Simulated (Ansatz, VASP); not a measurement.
InAs in VASP and in Ansatz

```
In As
1.0
     0.00000    2.87730    2.87730
     2.87730    0.00000    2.87730
     2.87730    2.87730    0.00000
In As
1 1
Direct
  0.50000 0.50000 0.50000
  0.00000 0.00000 0.00000
```

Alike in both runs: task single point; functional LDA; k mesh 6 × 6 × 6; occupations gaussian, width 0.1 eV; no spin polarisation.

```csv
,VASP,Ansatz
version,VASP 6.6.1,Ansatz 0.2.0
potentials or method,"VASP PAW LDA potentials, release 64 (In_d, As), cutoff 500 eV","scalar-relativistic, plane waves, PAW"
valence electrons in the cell,18,28
```

|  | VASP | Ansatz | Ansatz less VASP |
| --- | --- | --- | --- |
| gap on the k mesh at the Fermi level (eV) | none | none | - |
| pressure (GPa) | -5.0 | -5.1 | -0.09 |

Ansatz warns that its potentials were made for another functional, while VASP's fit it. LDA's correlation is that of Perdew and Zunger in VASP and of Perdew and Wang (1992) in Ansatz. A gap of «none» marks a metal or a gap that the smearing closes. VASP's potentials hold 18 valence electrons a cell and Ansatz's 28, so a difference there can come from the potentials and not from the codes.
